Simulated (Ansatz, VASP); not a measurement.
**CsMoPb4: VASP beside Ansatz**

```
Cs Mo Pb
1.0
     3.55181    0.00000    0.00000
    -1.77590    3.07596    0.00000
     0.00000    0.00000   16.50105
Cs Mo Pb
1 1 4
Direct
  0.00000 0.00000 0.00000
  0.00000 0.00000 0.50000
  0.33333 0.66667 0.79534
  0.33333 0.66667 0.37491
  0.66667 0.33333 0.62509
  0.66667 0.33333 0.20466
```

Change from the starting cell: species swapped into the ZrTaTe4 type (P-3m1, No. 164).

Alike in both runs: functional PBE; k mesh 12 × 12 × 4; occupations gaussian, width 0.1 eV; no spin polarisation.

Ansatz relaxed the structure, and its values are those at the end. VASP's run is a single point on that final structure, the one shown.

|  | VASP | Ansatz |
| --- | --- | --- |
| version | VASP 6.6.1 | Ansatz 0.2.0 |
| potentials or method | VASP PAW PBE potentials, release 64 (Cs_sv, Mo_sv, Pb_d), cutoff 520 eV | scalar-relativistic, plane waves, PAW |
| valence electrons in the cell | 79 | 79 |

|  | VASP | Ansatz | Ansatz less VASP |
| --- | --- | --- | --- |
| gap on the k mesh at the Fermi level (eV) | none | none | - |
| pressure (GPa) | 0.0 | 0.0 | -0.04 |
| rms of the force components (eV/Å) | 0.004 | 0.000 | -0.0038 |

A gap of «none» marks a metal or a gap that the smearing closes.

Spin-orbit coupling is off throughout.
